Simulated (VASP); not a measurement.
# N (Cm) in VASP: notebook

Runs on N. Level: PBEsol. Tasks: single point.

Everything below comes from runs of VASP 6.6.1. Logs are shortened: lines on timing, memory, paths and dates and some standing lists are left out, and cuts for length are marked.

### 1 The cell of the first run

The structure is monoclinic, space group Cm (No. 8). Conventional cell: a = 7.218 Å, b = 4.167 Å, c = 7.006 Å, α = 90.00°, β = 90.00°, γ = 90.00°. Within 1.0 Å of N (site symmetry m) lie 1 N at 0.69 Å. Within 1.0 Å of N (site symmetry m) lie 1 N at 0.69 Å. N (site symmetry m) has 1 N at 1.11 Å within 1.5 Å. Within 1.5 Å of N (site symmetry m) lie 1 N at 1.11 Å.

### 2 Single point, PBEsol (atom 1 (N) moved by (+0.225, -0.450) A along y and z)

Input file INCAR:

```
SYSTEM = N
PREC     = Accurate       ! precision mode
ENCUT    = 520            ! plane-wave cutoff, eV
EDIFF    = 1E-7           ! SCF threshold, eV
ISMEAR   = 0              ! smearing method
SIGMA    = 0.05           ! smearing width, eV
LREAL    = .FALSE.        ! projectors in reciprocal space
LASPH    = .TRUE.         ! aspherical terms in the spheres
NELM     = 60             ! most SCF steps
ALGO     = Normal         ! electronic algorithm
ISIF     = 2              ! what is computed and relaxed
LWAVE    = .FALSE.        ! write WAVECAR
LCHARG   = .FALSE.        ! write CHGCAR
GGA      = PS             ! functional
NBANDS   = 18             ! bands
```

Input file KPOINTS:

```
regular mesh
0
G
  6 6 4
  0 0 0
```

Input file POSCAR:

```
N
1.0
    4.1672328106      0.0000000000      0.0000000000
   -2.0836164053      3.6089294775      0.0000000000
    0.0000000000      0.0000000000      7.0060035100
N
4
Direct
    0.3645060123      0.7290120246      0.2646994127
    0.3333333333      0.6666666667      0.1710699600
    0.6666666667      0.3333333333      0.8289300400
    0.6666666667      0.3333333333      0.6710699600
```

Potentials or basis: VASP PAW PBE potentials, release 64 (N).

On the command line:

```sh
$ cat potpaw_PBE.64/N/POTCAR > POTCAR
$ mpirun -np 1 vasp_std > vasp.out
```

OUTCAR:

```text
SYSTEM = N
   PREC = Accurate
   ENCUT = 520
   EDIFF = 1E-7
   ISMEAR = 0
   LREAL = .FALSE.
   LASPH = .TRUE.
   NELM = 60
   ISIF = 2
   GGA = PS

 ion  position               nearest neighbor table
   1  0.365  0.729  0.265-   2 0.69
   2  0.333  0.667  0.171-   1 0.69
   3  0.667  0.333  0.829-   4 1.11
   4  0.667  0.333  0.671-   3 1.11

 -----------------------------------------------------------------------------
|                                                                             |
|           W    W    AA    RRRRR   N    N  II  N    N   GGGG   !!!           |
|           W    W   A  A   R    R  NN   N  II  NN   N  G    G  !!!           |
|           W    W  A    A  R    R  N N  N  II  N N  N  G       !!!           |
|           W WW W  AAAAAA  RRRRR   N  N N  II  N  N N  G  GGG   !            |
|           WW  WW  A    A  R   R   N   NN  II  N   NN  G    G                |
|           W    W  A    A  R    R  N    N  II  N    N   GGGG   !!!           |
|                                                                             |
|     The distance between some ions is very small. Please check the          |
|     nearest-neighbor list in the OUTCAR file.                               |
|     I HOPE YOU KNOW WHAT YOU ARE DOING!                                     |
|                                                                             |
 -----------------------------------------------------------------------------

  LATTYP: Found a hexagonal cell.
 ALAT       =     4.1672328106
 C/A-ratio  =     1.6812124084

  Lattice vectors:

 A1 = (   4.1672328106,   0.0000000000,   0.0000000000)
 A2 = (  -2.0836164053,   3.6089294775,   0.0000000000)
 A3 = (   0.0000000000,   0.0000000000,   7.0060035100)

Analysis of symmetry for initial positions (statically):
=====================================================================
 Subroutine PRICEL returns:
 Original cell was already a primitive cell.

 Routine SETGRP: Setting up the symmetry group for a
 hexagonal supercell.

 Subroutine GETGRP returns: Found  2 space group operations
 (whereof  2 operations were pure point group operations)
 out of a pool of 24 trial point group operations.

The static configuration has the point symmetry C_1h.

Analysis of symmetry for dynamics (positions and initial velocities):
=====================================================================
 Subroutine PRICEL returns:
 Original cell was already a primitive cell.

 Routine SETGRP: Setting up the symmetry group for a
 hexagonal supercell.

 Subroutine GETGRP returns: Found  2 space group operations
 (whereof  2 operations were pure point group operations)
 out of a pool of 24 trial point group operations.

The dynamic configuration has the point symmetry C_1h.

 Subroutine INISYM returns: Found  2 space group operations
 (whereof  2 operations are pure point group operations),
 and found     1 'primitive' translations

----------------------------------------------------------------------------------------

                                     Primitive cell

  volume of cell :     105.3650

  direct lattice vectors                    reciprocal lattice vectors
     4.167232811  0.000000000  0.000000000     0.239967395  0.138545240  0.000000000
    -2.083616405  3.608929477  0.000000000     0.000000000  0.277090480  0.000000000
     0.000000000  0.000000000  7.006003510     0.000000000  0.000000000  0.142734727

  length of vectors
     4.167232811  4.167232811  7.006003510     0.277090480  0.277090480  0.142734727

  position of ions in fractional coordinates (direct lattice)
     0.364506012  0.729012025  0.264699413
     0.333333333  0.666666667  0.171069960
     0.666666667  0.333333333  0.828930040
     0.666666667  0.333333333  0.671069960

  ion indices of the primitive-cell ions
   primitive index   ion index
                 1           1
                 2           2
                 3           3
                 4           4

----------------------------------------------------------------------------------------

 KPOINTS: regular mesh

Automatic generation of k-mesh.
 Grid dimensions read from file:
 generate k-points for:    6    6    4

 Generating k-lattice:

  Cartesian coordinates                     Fractional coordinates (reciprocal lattice)
     0.039994566  0.023090873  0.000000000     0.166666667  0.000000000  0.000000000
     0.000000000  0.046181747  0.000000000     0.000000000  0.166666667  0.000000000
     0.000000000  0.000000000  0.035683682     0.000000000  0.000000000  0.250000000

  Length of vectors
     0.046181747  0.046181747  0.035683682

  Shift w.r.t. Gamma in fractional coordinates (k-lattice)
     0.000000000  0.000000000  0.000000000

 Subroutine IBZKPT returns following result:
 ===========================================

 Found     47 irreducible k-points:

 Following reciprocal coordinates:
            Coordinates               Weight
  0.000000  0.000000  0.000000      1.000000
  0.166667  0.000000  0.000000      4.000000
  0.000000  0.166667  0.000000      2.000000
  0.333333  0.000000  0.000000      4.000000
  0.000000  0.333333  0.000000      2.000000
  0.500000  0.000000  0.000000      2.000000
[... 16 lines left out ...]
  0.500000  0.000000  0.250000      4.000000
  0.000000  0.500000  0.250000      2.000000
 [... further k-points ...]
   k-points           NKPTS =     47   k-points in BZ     NKDIM =     47   number of bands    NBANDS=     18
   number of dos      NEDOS =    301   number of ions     NIONS =      4
   total plane-waves  NPLWV =  55296
   dimension x,y,z NGX =    32 NGY =   32 NGZ =   54
   dimension x,y,z NGXF=    64 NGYF=   64 NGZF=  108
   ions per type =               4
   NGX,Y,Z   is equivalent  to a cutoff of  12.77, 12.77, 12.81 a.u.
   NGXF,Y,Z  is equivalent  to a cutoff of  25.53, 25.53, 25.63 a.u.
 SYSTEM =  N
   PREC   = accura    normal or accurate (medium, high low for compatibility)
   ISTART =      0    job   : 0-new  1-cont  2-samecut
   ICHARG =      2    charge: 1-file 2-atom 10-const
   ISPIN  =      1    spin polarized calculation?
   LNONCOLLINEAR =      F non collinear calculations
   LSORBIT =      F    spin-orbit coupling
   LASPH  =      T    aspherical Exc in radial PAW
   ENCUT  =  520.0 eV  38.22 Ry    6.18 a.u.   7.75  7.75 13.03*2*pi/ulx,y,z
   NELM   =     60;   NELMIN=  2; NELMDL= -5     # of ELM steps
   EDIFF  = 0.1E-06   stopping-criterion for ELM
   LREAL  =      F    real-space projection
   EDIFFG = 0.1E-05   stopping-criterion for IOM
   NSW    =      0    number of steps for IOM
   IBRION =     -1    ionic relax: 0-MD 1-quasi-New 2-CG
   NFREE  =      0    steps in history (QN), initial steepest desc. (CG)
   ISIF   =      2    stress and relaxation
   ISYM   =      2    0-nonsym 1-usesym 2-fastsym
   POTIM  = 0.5000    time-step for ionic-motion
   TEBEG  =    0.0;   TEEND  =   0.0 temperature during run
   PSTRESS=    0.0 pullay stress
   NELECT =      20.0000    total number of electrons
   NUPDOWN=      -1.0000    fix difference up-down
   EMIN   =  10.00;   EMAX   =-10.00  energy-range for DOS
   EFERMI =   0.00;   METHOD = LEGACY
   ISMEAR =     0;   SIGMA  =   0.05  broadening in eV -4-tet -1-fermi 0-gaus
   EFERMI_NEDOS =   21; number of points for ismear=-14 and -15
   IALGO  =     38    algorithm
   IMIX   =      4    mixing-type and parameters
     AMIX     =   0.40;   BMIX     =  1.00
     AMIX_MAG =   1.60;   BMIX_MAG =  1.00
  volume/ion in A,a.u.               =      26.34       177.76
  Fermi-wavevector in a.u.,A,eV,Ry     =   0.940848  1.777944 12.043801  0.885194
  Thomas-Fermi vector in A             =   2.068300
   LORBIT       =      0    0 simple, 1 ext, 2 COOP (PROOUT), +10 PAW based schemes
   GGA     = PS    functional components
   LHFCALC =     F    Hartree Fock is set to
   AEXX    =    0.0000 exact exchange contribution
   IVDW    =     0    specifies the selected vdW correction
   LEPSILON=     F    determine dielectric tensor
   LRPA    =     F    only Hartree local field effects (RPA)
 non-spin polarized calculation
 Gauss-broadening in eV      SIGMA  =   0.05
  energy-cutoff  :      520.00
  volume of cell :      105.37
 maximum number of plane-waves:      2882
   NGX = 15   NGY = 15   NGZ = 27

 number of electron      20.0000002 magnetization

 Free energy of the ion-electron system (eV)
  ---------------------------------------------------
  ext. energy  EPLUGINS =         0.00000000
  ---------------------------------------------------
  free energy    TOTEN  =         6.78783481 eV

  energy without entropy =        6.78783481  energy(sigma->0) =        6.78783481

 E-fermi :  -5.9085     XC(G=0):  -5.5820

 val. band max:       -6.2418304981   @ k =   0.3333   0.3333   0.0000
 cond. band min:       0.5959741209   @ k =   0.0000   0.5000   0.0000
 fundamental gap:      6.8378046190
 Fermi energy:        -5.9084883835

 k-point     1 :       0.0000    0.0000    0.0000
  band No.  band energies     occupation
      1     -29.4580      2.00000
      2     -25.3385      2.00000
      3     -14.7484      2.00000
      4     -14.7468      2.00000
      5     -10.5853      2.00000
      6      -8.5755      2.00000
[... 10 lines left out ...]
     17       7.3105      0.00000
     18       9.8291      0.00000

 k-point     2 :       0.1667    0.0000    0.0000
  band No.  band energies     occupation
      1     -29.4573      2.00000
      2     -25.3350      2.00000
      3     -14.7668      2.00000
      4     -14.7515      2.00000
      5     -10.5608      2.00000
      6      -8.6568      2.00000
[... 10 lines left out ...]
     17       7.5322      0.00000
     18       8.3845      0.00000

 k-point     3 :       0.0000    0.1667    0.0000
  band No.  band energies     occupation
      1     -29.4574      2.00000
      2     -25.3350      2.00000
      3     -14.7647      2.00000
      4     -14.7535      2.00000
      5     -10.5610      2.00000
      6      -8.6575      2.00000
[... 412 lines left out ...]
 k-point    23 :       0.5000    0.0000    0.2500
  band No.  band energies     occupation
      1     -29.4528      2.00000
      2     -25.3247      2.00000
      3     -14.8247      2.00000
      4     -14.7627      2.00000
      5     -10.4840      2.00000
      6      -8.8704      2.00000
[... 10 lines left out ...]
     17       6.9251      0.00000
     18       7.4596      0.00000

 k-point    24 :       0.0000    0.5000    0.2500
  band No.  band energies     occupation
      1     -29.4528      2.00000
      2     -25.3246      2.00000
      3     -14.8179      2.00000
      4     -14.7668      2.00000
      5     -10.4852      2.00000
      6      -8.8718      2.00000
[... 10 lines left out ...]
     17       7.0328      0.00000
     18       7.0741      0.00000

 [... further k-points ...]
[... 5 lines left out ...]
  --------------------------------------------------------------------------------------
  -------------------------------------------------------------------------------------
  Total       -0.8662479     21.8783208    193.3596574      0.0000000     66.4034364      0.0000000
  in kB      -13.1721382    332.6810467   2940.2207652      0.0000000   1009.7285301      0.0000000
  external PRESSURE =    1086.5765579 kB  Pullay stress =       0.0000000 kB

 VOLUME and BASIS-vectors are now :
 -----------------------------------------------------------------------------
  energy-cutoff  :      520.00
  volume of cell :      105.37
      direct lattice vectors                 reciprocal lattice vectors
     4.167232811  0.000000000  0.000000000     0.239967395  0.138545240  0.000000000
    -2.083616405  3.608929477  0.000000000     0.000000000  0.277090480  0.000000000
     0.000000000  0.000000000  7.006003510     0.000000000  0.000000000  0.142734727

 POSITION                                       TOTAL-FORCE (eV/Angst)
 -----------------------------------------------------------------------------------
     -0.00000      2.63095      1.85449        -0.000000    101.349450    295.324374
     -0.00000      2.40595      1.19852        -0.000000   -101.354358   -295.305898
      2.08362      1.20298      5.80749        -0.000000     -0.026516      0.882491
      2.08362      1.20298      4.70152         0.000000      0.031424     -0.900967
 -----------------------------------------------------------------------------------
    total drift:                               -0.000000      0.000163      0.000205

  FREE ENERGIE OF THE ION-ELECTRON SYSTEM (eV)
  ---------------------------------------------------
  free  energy   TOTEN  =         6.7878348145 eV

  energy  without entropy=        6.7878348145  energy(sigma->0) =        6.78783481
```

It took 34 s on 1 thread of AMD EPYC 9R45 (Zen 5), shared host; peak memory 0.21 GiB.

What came out:

| Property | Result |
| --- | --- |
| Free energy | 6.7878 eV |
| Pressure | 108.7 GPa |
| Largest force | 312.231 eV/Å |
| Band gap on the k mesh | 6.84 eV, indirect (least direct gap 6.85 eV) |

Forces on the atoms (eV/Å):
```
N      0.000  101.349  295.324
N      0.000 -101.354 -295.306
N      0.000   -0.027    0.882
N      0.000    0.031   -0.901
```

Caveat: the cell differs from its parent crystal (atom 1 (N) moved by (+0.225, -0.450) A along y and z); the standard files for N, O and F lose accuracy on very short bonds; the PAW data sets were made with another functional, which shifts forces and pressure a little.

### 3 Single point, PBEsol (atom 1 (N) moved by (-0.450, -0.450) A along y and z)

Input file INCAR:

```
SYSTEM = N
ALGO = Normal ; EDIFF = 1E-6
ENCUT = 520 ; GGA = PS
ISIF = 2 ; ISMEAR = 0
LASPH = .True. ; LCHARG = .False.
LREAL = .False. ; LWAVE = .False.
NBANDS = 18 ; NELM = 100
PREC = Accurate ; SIGMA = 0.05
```

Input file KPOINTS:

```
k-points
0
Gamma
  6 6 4
  0 0 0
```

Changes to POSCAR since step 2:

```diff
@@ -8,3 +8,3 @@
 Direct
-    0.3645060123      0.7290120246      0.2646994127
+    0.2709879754      0.5419759508      0.2646994127
     0.3333333333      0.6666666667      0.1710699600
```

Potentials or basis: VASP PAW PBE potentials, release 64 (N).

On the command line:

```sh
$ cat potpaw_PBE.64/N/POTCAR > POTCAR
$ mpirun -np 1 vasp_std > vasp.out
```

Wall time 59 s (1 thread of Intel Xeon Platinum 8488C (Sapphire Rapids), shared host); peak memory 0.24 GiB.

Results (log left out):

```
Free energy            : -16.5173 eV
Pressure               : 63.4 GPa
Largest force          : 159.342 eV/Å
Band gap on the k mesh : 7.32 eV, indirect (least direct gap 7.33 eV)
```

Forces in eV/Å, atoms in the order of the input:
```
N      0.000  -90.165  131.378
N      0.000   90.152 -131.355
N      0.000    0.034    0.886
N      0.000   -0.020   -0.909
```

Stress tensor (GPa, compression positive):
```
 -0.94   0.00   0.00
  0.00  60.36 -89.47
  0.00 -89.47 130.82
```

Levels at points of the mesh, in eV from the valence-band top:
```csv
k point,band 7,band 8,band 9,band 10,band 11,band 12,band 13,band 14
"(0.00, 0.00, 0.00)",-1.85,-1.48,-0.98,-0.02,7.85,7.87,9.99,10.77
"(0.50, 0.00, 0.00)",-1.91,-1.53,-0.51,-0.08,7.32,7.75,10.97,11.30
"(0.00, 0.50, 0.00)",-1.91,-1.60,-0.54,0.00,7.33,7.73,10.94,11.68
"(0.00, 0.00, 0.50)",-1.85,-1.64,-0.54,-0.30,7.86,7.86,10.04,10.66
"(0.50, 0.00, 0.50)",-1.91,-1.50,-0.49,-0.12,7.33,7.75,10.94,11.48
"(0.00, 0.50, 0.50)",-1.91,-1.59,-0.47,-0.08,7.32,7.75,11.27,11.84
```

Caveat: the cell differs from its parent crystal (atom 1 (N) moved by (-0.450, -0.450) A along y and z); the standard files for N, O and F lose accuracy on very short bonds; the PAW data sets were made with another functional, which shifts forces and pressure a little.

(Continued in part 2 of 2.)
